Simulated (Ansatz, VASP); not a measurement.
**InP in VASP and in Ansatz**

The input INCAR:

```
PREC     = Accurate       # precision mode
ENCUT    = 500            # plane-wave cutoff, eV
EDIFF    = 1E-6           # SCF threshold, eV
ISMEAR   = 0              # smearing method
SIGMA    = 0.05           # smearing width, eV
LREAL    = F              # projectors in reciprocal space
LASPH    = T              # aspherical terms in the spheres
NELM     = 120            # most SCF steps
ALGO     = Normal         # electronic algorithm
ISIF     = 2              # what is computed and relaxed
LWAVE    = F              # write WAVECAR
LCHARG   = F              # write CHGCAR
NBANDS   = 16             # bands
GGA_COMPAT= F
```

Contents of KPOINTS:

```
regular mesh
0
Gamma
  4 4 4
```

Contents of POSCAR:

```
InP
1.0
    0.0000000000      2.7577060826      3.3092472992
    2.7577060826      0.0000000000      3.3092472992
    2.7577060826      2.7577060826      0.0000000000
In P
1 1
Direct
    0.0000000000      0.0000000000      0.0000000000
    0.7500000000      0.7500000000      0.7500000000
```

Input for Ansatz:

```yaml
crystal:
  lattice:
    - [0.0, 2.7577060826, 3.3092472992]
    - [2.7577060826, 0.0, 3.3092472992]
    - [2.7577060826, 2.7577060826, 0.0]
  atoms:
    - { symbol: In, position: [0.0, 0.0, 0.0] }
    - { symbol: P, position: [0.75, 0.75, 0.75] }
basis:
  ecutwfc: 420
kpoints:
  mp_grid: { grid: [4, 4, 4] }
hamiltonian:
  xc: lda
scf:
  occupations: { method: gaussian, width: 0.05 }
output:
  forces: true
  stress: true
  eigenvalues: true
```

Alike in both runs: task single point; functional LDA; k mesh 4 × 4 × 4; occupations gaussian, width 0.05 eV; no spin polarisation.

```csv
,VASP,Ansatz
version,VASP 6.6.1,Ansatz 0.2.0
potentials or method,"VASP PAW LDA potentials, release 64 (In_d, P), cutoff 500 eV","scalar-relativistic, plane waves, PAW"
valence electrons in the cell,18,18
```

|  | VASP | Ansatz | Ansatz less VASP |
| --- | --- | --- | --- |
| gap on the k mesh at the Fermi level (eV) | none | none | - |
| pressure (GPa) | -1.2 | -1.2 | -0.01 |
| traceless stress, the component that is largest in VASP (GPa) | -7.09 | -7.10 | -0.008 |

LDA's correlation is that of Perdew and Zunger in VASP and of Perdew and Wang (1992) in Ansatz. A gap of «none» marks a metal or a gap that the smearing closes.

The k mesh is coarse, so the values compare programs but aren't converged.
